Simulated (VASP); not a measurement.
# WS (P6_3/mmc) in VASP: single point with PBE+U

Aim: the single point of WS with PBE+U.

Program: VASP 6.6.1. These are calculated values, not measurements. Logs are shortened: lines on timing, memory, paths and dates and some standing lists are left out, and cuts for length are marked.

### 1 The cell of the first run

It takes space group P6_3/mmc (No. 194, hexagonal). Conventional cell: a = 3.901 Å, b = 3.901 Å, c = 6.723 Å, α = 90.00°, β = 90.00°, γ = 120.00°. Within 3.7 Å of W (site symmetry -3m) lie 6 S at 2.81 Å and 2 W at 3.36 Å. Within 3.7 Å of S (site symmetry -6m2) lie 6 W at 2.81 Å.

### 2 Single point, PBE+U

Contents of INCAR:

```
SYSTEM = WS
PREC = Accurate ; ENCUT = 520
EDIFF = 1E-7 ; ISMEAR = 0
SIGMA = 0.1 ; LREAL = .FALSE.
LASPH = .TRUE. ; NELM = 150
ALGO = Normal ; ISIF = 2
LWAVE = .FALSE. ; LCHARG = .TRUE.
LMAXMIX = 4 ; LDAU = .TRUE.
LDAUTYPE = 2 ; LDAUL = 2 -1
LDAUU = 6.2 0 ; LDAUJ = 0 0
LDAUPRINT = 1 ; GGA = PE
LELF = .TRUE. ; LVHAR = .TRUE.
NBANDS = 28
```

Contents of KPOINTS:

```
Automatic mesh
0
G
  12 12 6
  0 0 0
```

Contents of POSCAR:

```
WS
1.0
    3.9013200791      0.0000000000      0.0000000000
   -1.9506600395      3.3786422968      0.0000000000
    0.0000000000      0.0000000000      6.7233750114
W S
2 2
Direct
    0.0000000000      0.0000000000      0.0000000000
    0.0000000000      0.0000000000      0.5000000000
    0.3333333333      0.6666666667      0.2500000000
    0.6666666667      0.3333333333      0.7500000000
```

Potentials or basis: VASP PAW PBE potentials, release 64 (W_sv, S).

Run with:

```sh
$ cat potpaw_PBE.64/W_sv/POTCAR potpaw_PBE.64/S/POTCAR > POTCAR
$ mpirun -np 1 vasp_std > vasp.out
```

OUTCAR:

```text
SYSTEM = WS
   PREC = Accurate
   ENCUT = 520
   EDIFF = 1E-7
   ISMEAR = 0
   LREAL = .FALSE.
   LASPH = .TRUE.
   NELM = 150
   ISIF = 2
   GGA = PE

 ion  position               nearest neighbor table
   1  0.000  0.000  0.000-   3 2.81   4 2.81   3 2.81   4 2.81   4 2.81   3 2.81   2 3.36   2 3.36

   2  0.000  0.000  0.500-   3 2.81   4 2.81   3 2.81   4 2.81   4 2.81   3 2.81   1 3.36   1 3.36

   3  0.333  0.667  0.250-   1 2.81   2 2.81   1 2.81   2 2.81   1 2.81   2 2.81
   4  0.667  0.333  0.750-   1 2.81   2 2.81   1 2.81   2 2.81   1 2.81   2 2.81

  LATTYP: Found a hexagonal cell.
 ALAT       =     3.9013200791
 C/A-ratio  =     1.7233589849

  Lattice vectors:

 A1 = (   3.9013200791,   0.0000000000,   0.0000000000)
 A2 = (  -1.9506600395,   3.3786422968,   0.0000000000)
 A3 = (   0.0000000000,   0.0000000000,   6.7233750114)

Analysis of symmetry for initial positions (statically):
=====================================================================
 Subroutine PRICEL returns:
 Original cell was already a primitive cell.

 Routine SETGRP: Setting up the symmetry group for a
 hexagonal supercell.

 Subroutine GETGRP returns: Found 24 space group operations
 (whereof 12 operations were pure point group operations)
 out of a pool of 24 trial point group operations.

The static configuration has the point symmetry D_3d.
 The point group associated with its full space group is D_6h.

Analysis of symmetry for dynamics (positions and initial velocities):
=====================================================================
 Subroutine PRICEL returns:
 Original cell was already a primitive cell.

 Routine SETGRP: Setting up the symmetry group for a
 hexagonal supercell.

 Subroutine GETGRP returns: Found 24 space group operations
 (whereof 12 operations were pure point group operations)
 out of a pool of 24 trial point group operations.

The dynamic configuration has the point symmetry D_3d.
 The point group associated with its full space group is D_6h.

 Subroutine INISYM returns: Found 24 space group operations
 (whereof 12 operations are pure point group operations),
 and found     1 'primitive' translations

----------------------------------------------------------------------------------------

                                     Primitive cell

  volume of cell :      88.6219

  direct lattice vectors                    reciprocal lattice vectors
     3.901320079  0.000000000  0.000000000     0.256323496  0.147988439  0.000000000
    -1.950660039  3.378642297  0.000000000     0.000000000  0.295976878  0.000000000
     0.000000000  0.000000000  6.723375011     0.000000000  0.000000000  0.148734824

  length of vectors
     3.901320079  3.901320079  6.723375011     0.295976878  0.295976878  0.148734824

  position of ions in fractional coordinates (direct lattice)
     0.000000000  0.000000000  0.000000000
     0.000000000  0.000000000  0.500000000
     0.333333333  0.666666667  0.250000000
     0.666666667  0.333333333  0.750000000

  ion indices of the primitive-cell ions
   primitive index   ion index
                 1           1
                 2           2
                 3           3
                 4           4

----------------------------------------------------------------------------------------

 KPOINTS: Automatic mesh

Automatic generation of k-mesh.
[... 93 lines left out ...]
   U (eV)           for each species LDAUU =   6.2  0.0
   J (eV)           for each species LDAUJ =   0.0  0.0
   GGA     = PE    functional components
   LHFCALC =     F    Hartree Fock is set to
   AEXX    =    0.0000 exact exchange contribution
   IVDW    =     0    specifies the selected vdW correction
   LEPSILON=     F    determine dielectric tensor
   LRPA    =     F    only Hartree local field effects (RPA)
 non-spin polarized calculation
 Gauss-broadening in eV      SIGMA  =   0.10
  energy-cutoff  :      520.00
  volume of cell :       88.62
 maximum number of plane-waves:      2419
 NGX is ok and might be reduce to    30
   NGX = 15   NGY = 15   NGZ = 25

atom =   1  type =  1  l = 2

 onsite density matrix

spin component  1

  0.4031 -0.0000 -0.0000  0.2926  0.0000
 -0.0000  0.3687  0.0000  0.0000  0.2926
 -0.0000  0.0000  0.1105 -0.0000  0.0000
  0.2926  0.0000 -0.0000  0.3687  0.0000
  0.0000  0.2926  0.0000  0.0000  0.4031

spin component  2

  0.4031 -0.0000 -0.0000  0.2926  0.0000
 -0.0000  0.3687  0.0000  0.0000  0.2926
 -0.0000  0.0000  0.1105 -0.0000  0.0000
  0.2926  0.0000 -0.0000  0.3687  0.0000
  0.0000  0.2926  0.0000  0.0000  0.4031

 occupancies and eigenvectors

  o =  0.0928  v =  0.5090  0.4878  0.0000 -0.5398 -0.4600  0.0000  0.0000  0.0000  0.0000  0.0000      0.0000  0.0000  0.0000  0.0000  0.0000  0.0000  0.0000  0.0000  0.0000  0.0000
  o =  0.0928  v =  0.0000  0.0000  0.0000  0.0000  0.0000  0.5090  0.4878  0.0000 -0.5398 -0.4600      0.0000  0.0000  0.0000  0.0000  0.0000  0.0000  0.0000  0.0000  0.0000  0.0000
  o =  0.0928  v =  0.4600 -0.5398  0.0000 -0.4878  0.5090  0.0000  0.0000  0.0000  0.0000  0.0000      0.0000  0.0000  0.0000  0.0000  0.0000  0.0000  0.0000  0.0000  0.0000  0.0000
  o =  0.0928  v =  0.0000  0.0000  0.0000  0.0000  0.0000  0.4600 -0.5398  0.0000 -0.4878  0.5090      0.0000  0.0000  0.0000  0.0000  0.0000  0.0000  0.0000  0.0000  0.0000  0.0000
  o =  0.1105  v =  0.0000  0.0000  0.0000  0.0000  0.0000  0.0000  0.0000 -1.0000 -0.0000 -0.0000      0.0000  0.0000  0.0000  0.0000  0.0000  0.0000  0.0000  0.0000  0.0000  0.0000
  o =  0.1105  v =  0.0000  0.0000 -1.0000 -0.0000 -0.0000  0.0000  0.0000  0.0000  0.0000  0.0000      0.0000  0.0000  0.0000  0.0000  0.0000  0.0000  0.0000  0.0000  0.0000  0.0000
  o =  0.6790  v =  0.0000  0.0000  0.0000  0.0000  0.0000 -0.5398  0.4600  0.0000 -0.5091  0.4877      0.0000  0.0000  0.0000  0.0000  0.0000  0.0000  0.0000  0.0000  0.0000  0.0000
  o =  0.6790  v = -0.5398  0.4600  0.0000 -0.5091  0.4877  0.0000  0.0000  0.0000  0.0000  0.0000      0.0000  0.0000  0.0000  0.0000  0.0000  0.0000  0.0000  0.0000  0.0000  0.0000
  o =  0.6790  v =  0.0000  0.0000  0.0000  0.0000  0.0000  0.4877  0.5091 -0.0000  0.4600  0.5398      0.0000  0.0000  0.0000  0.0000  0.0000  0.0000  0.0000  0.0000  0.0000  0.0000
  o =  0.6790  v =  0.4877  0.5091 -0.0000  0.4600  0.5398  0.0000  0.0000  0.0000  0.0000  0.0000      0.0000  0.0000  0.0000  0.0000  0.0000  0.0000  0.0000  0.0000  0.0000  0.0000

atom =   2  type =  1  l = 2

 onsite density matrix

spin component  1

  0.4031  0.0000 -0.0000 -0.2926  0.0000
  0.0000  0.3687 -0.0000  0.0000 -0.2926
 -0.0000 -0.0000  0.1105  0.0000  0.0000
 -0.2926  0.0000  0.0000  0.3687 -0.0000
  0.0000 -0.2926  0.0000 -0.0000  0.4031

spin component  2

  0.4031  0.0000 -0.0000 -0.2926  0.0000
  0.0000  0.3687 -0.0000  0.0000 -0.2926
 -0.0000 -0.0000  0.1105  0.0000  0.0000
 -0.2926  0.0000  0.0000  0.3687 -0.0000
  0.0000 -0.2926  0.0000 -0.0000  0.4031

 occupancies and eigenvectors

  o =  0.0928  v =  0.5091 -0.4877  0.0000  0.5398 -0.4599  0.0000  0.0000  0.0000  0.0000  0.0000      0.0000  0.0000  0.0000  0.0000  0.0000  0.0000  0.0000  0.0000  0.0000  0.0000
  o =  0.0928  v =  0.0000  0.0000  0.0000  0.0000  0.0000  0.5091 -0.4877  0.0000  0.5398 -0.4599      0.0000  0.0000  0.0000  0.0000  0.0000  0.0000  0.0000  0.0000  0.0000  0.0000
  o =  0.0928  v =  0.4599  0.5398  0.0000  0.4877  0.5091  0.0000  0.0000  0.0000  0.0000  0.0000      0.0000  0.0000  0.0000  0.0000  0.0000  0.0000  0.0000  0.0000  0.0000  0.0000
  o =  0.0928  v =  0.0000  0.0000  0.0000  0.0000  0.0000  0.4599  0.5398  0.0000  0.4877  0.5091      0.0000  0.0000  0.0000  0.0000  0.0000  0.0000  0.0000  0.0000  0.0000  0.0000
  o =  0.1105  v =  0.0000  0.0000  0.0000  0.0000  0.0000  0.0000 -0.0000 -1.0000  0.0000 -0.0000      0.0000  0.0000  0.0000  0.0000  0.0000  0.0000  0.0000  0.0000  0.0000  0.0000
  o =  0.1105  v =  0.0000 -0.0000 -1.0000  0.0000 -0.0000  0.0000  0.0000  0.0000  0.0000  0.0000      0.0000  0.0000  0.0000  0.0000  0.0000  0.0000  0.0000  0.0000  0.0000  0.0000
  o =  0.6790  v =  0.0000  0.0000  0.0000  0.0000  0.0000 -0.5398 -0.4599  0.0000  0.5091  0.4877      0.0000  0.0000  0.0000  0.0000  0.0000  0.0000  0.0000  0.0000  0.0000  0.0000
  o =  0.6790  v = -0.5398 -0.4599  0.0000  0.5091  0.4877  0.0000  0.0000  0.0000  0.0000  0.0000      0.0000  0.0000  0.0000  0.0000  0.0000  0.0000  0.0000  0.0000  0.0000  0.0000
  o =  0.6790  v =  0.0000  0.0000  0.0000  0.0000  0.0000  0.4877 -0.5091 -0.0000 -0.4599  0.5398      0.0000  0.0000  0.0000  0.0000  0.0000  0.0000  0.0000  0.0000  0.0000  0.0000
  o =  0.6790  v =  0.4877 -0.5091 -0.0000 -0.4599  0.5398  0.0000  0.0000  0.0000  0.0000  0.0000      0.0000  0.0000  0.0000  0.0000  0.0000  0.0000  0.0000  0.0000  0.0000  0.0000

 number of electron      39.9999997 magnetization

 Free energy of the ion-electron system (eV)
  ---------------------------------------------------
  ext. energy  EPLUGINS =         0.00000000
  ---------------------------------------------------
  free energy    TOTEN  =       -17.20404222 eV

  energy without entropy =      -17.18376839  energy(sigma->0) =      -17.19390531

 E-fermi :   6.3192     XC(G=0): -10.5080

 val. band max:        6.3070622753   @ k =   0.4167   0.0833   0.3333
 cond. band min:       6.3198022253   @ k =   0.1667   0.1667   0.0000
 fundamental gap:      0.0127399500
 Fermi energy:         6.3191817408

 k-point     1 :       0.0000    0.0000    0.0000
  band No.  band energies     occupation
      1     -68.3751      2.00000
      2     -68.3717      2.00000
      3     -32.9539      2.00000
      4     -32.8434      2.00000
      5     -32.3180      2.00000
      6     -32.3180      2.00000
[... 733 lines left out ...]
     27      10.3187      0.00000
     28      10.8255      0.00000

 [... further k-points ...]
[... 5 lines left out ...]
  --------------------------------------------------------------------------------------
  -------------------------------------------------------------------------------------
  Total      -11.0882902    -11.0882902    -10.7527207     -0.0000000      0.0000000      0.0000000
  in kB     -200.4629105   -200.4629105   -194.3962192     -0.0000000      0.0000000      0.0000000
  external PRESSURE =    -198.4406801 kB  Pullay stress =       0.0000000 kB

 VOLUME and BASIS-vectors are now :
 -----------------------------------------------------------------------------
  energy-cutoff  :      520.00
  volume of cell :       88.62
      direct lattice vectors                 reciprocal lattice vectors
     3.901320079  0.000000000  0.000000000     0.256323496  0.147988439  0.000000000
    -1.950660039  3.378642297  0.000000000     0.000000000  0.295976878  0.000000000
     0.000000000  0.000000000  6.723375011     0.000000000  0.000000000  0.148734824

 POSITION                                       TOTAL-FORCE (eV/Angst)
 -----------------------------------------------------------------------------------
      0.00000      0.00000      0.00000        -0.000000      0.000000      0.000000
      0.00000      0.00000      3.36169        -0.000000      0.000000      0.000000
     -0.00000      2.25243      1.68084        -0.000000      0.000000     -0.000000
      1.95066      1.12621      5.04253         0.000000     -0.000000     -0.000000
 -----------------------------------------------------------------------------------
    total drift:                               -0.000000      0.000000      0.000000

  FREE ENERGIE OF THE ION-ELECTRON SYSTEM (eV)
  ---------------------------------------------------
  free  energy   TOTEN  =       -17.2040422244 eV

  energy  without entropy=      -17.1837683900  energy(sigma->0) =      -17.19390531
```

Run time: 7.8 min. Hardware: 1 thread of AMD EPYC 7R43 (Zen 3), shared host; peak memory 0.26 GiB.

Results:

| Property | Result |
| --- | --- |
| Free energy | -17.2040 eV |
| Pressure | -19.8 GPa |
| Band gap on the k mesh | zero (band 20 reaches 6.50 eV, above the bottom of band 21 at 5.39 eV) |

Eigenvalues of the final occupation matrices:
```csv
site,spin,trace,eigenvalues
site 1 d,1,1.65,0.09 0.09 0.11 0.68 0.68
site 1 d,2,1.65,0.09 0.09 0.11 0.68 0.68
site 2 d,1,1.65,0.09 0.09 0.11 0.68 0.68
site 2 d,2,1.65,0.09 0.09 0.11 0.68 0.68
```

Caveat: spin-orbit coupling is left out, which moves the levels of the heavy elements; U without spin polarisation on a metal has little footing.
